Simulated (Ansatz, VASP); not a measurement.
**Si: VASP beside Ansatz**

File INCAR:

```
  PREC = Accurate
  ENCUT = 520
  EDIFF = 1E-6
  ISMEAR = 0
  SIGMA = 0.03
  LREAL = F
  LASPH = T
  NELM = 100
  ALGO = Normal
  ISIF = 2
  LWAVE = F
  LCHARG = F
  NBANDS = 16
```

KPOINTS

```
Automatic mesh
0
Gamma
  10 10 10
```

POSCAR

```
Si
1.0
   -3.3010168807      3.3010168807      1.9082539665
    3.3010168807     -3.3010168807      1.9082539665
    3.3010168807      3.3010168807     -1.9082539665
Si
4
Direct
    0.1675463059      0.1736050450      0.3516321361
    0.8203362159      0.8263949550      0.6362503857
    0.1849041767      0.8211545624      0.0060587391
    0.8272133015      0.1788454376      0.0060587391
```

Input for Ansatz:

```yaml
crystal:
  lattice:
    - [-3.3010168807, 3.3010168807, 1.9082539665]
    - [3.3010168807, -3.3010168807, 1.9082539665]
    - [3.3010168807, 3.3010168807, -1.9082539665]
  atoms:
    - { symbol: Si, position: [0.1675463059, 0.173605045, 0.3516321361] }
    - { symbol: Si, position: [0.8203362159, 0.826394955, 0.6362503857] }
    - { symbol: Si, position: [0.1849041767, 0.8211545624, 0.0060587391] }
    - { symbol: Si, position: [0.8272133015, 0.1788454376, 0.0060587391] }
basis:
  ecutwfc: 420
kpoints:
  mp_grid: { grid: [10, 10, 10] }
hamiltonian:
  xc: lda
  pseudopotentials: { kind: paw, azcp: { folder: soft_1 } }
scf:
  occupations: { method: gaussian, width: 0.03 }
output:
  forces: true
  stress: true
  eigenvalues: true
```

Change from the starting cell: mode 7 frozen in at -0.040 Å and mode 10 at -0.020 Å (largest displacements).

Alike in both runs: task single point; functional LDA; k mesh 10 × 10 × 10; occupations gaussian, width 0.03 eV; no spin polarisation.

```csv
,VASP,Ansatz
version,VASP 6.6.1,Ansatz 0.2.0
potentials or method,"VASP PAW LDA potentials, release 64 (Si), cutoff 520 eV","scalar-relativistic, plane waves, PAW"
valence electrons in the cell,16,16
```

VASP gave:

| Property | Result |
| --- | --- |
| gap on the k mesh at the Fermi level (eV) | 0.15 |
| least direct gap on the mesh (eV) | 0.25 |
| pressure (GPa) | 0.3 |
| traceless stress, the component that is largest in VASP (GPa) | -0.59 |
| rms of the force components (eV/Å) | 0.440 |

**Question.** Which values does Ansatz return?

**Answer.** gap on the k mesh at the Fermi level (eV): 0.15; least direct gap on the mesh (eV): 0.25; pressure (GPa): 0.3; traceless stress, the component that is largest in VASP (GPa): -0.59; rms of the force components (eV/Å): 0.439.

Ansatz warns that its potentials were made for another functional, while VASP's fit it. LDA's correlation is that of Perdew and Zunger in VASP and of Perdew and Wang (1992) in Ansatz. Atom by atom the forces differ by 0.002 eV/Å (rms over components).
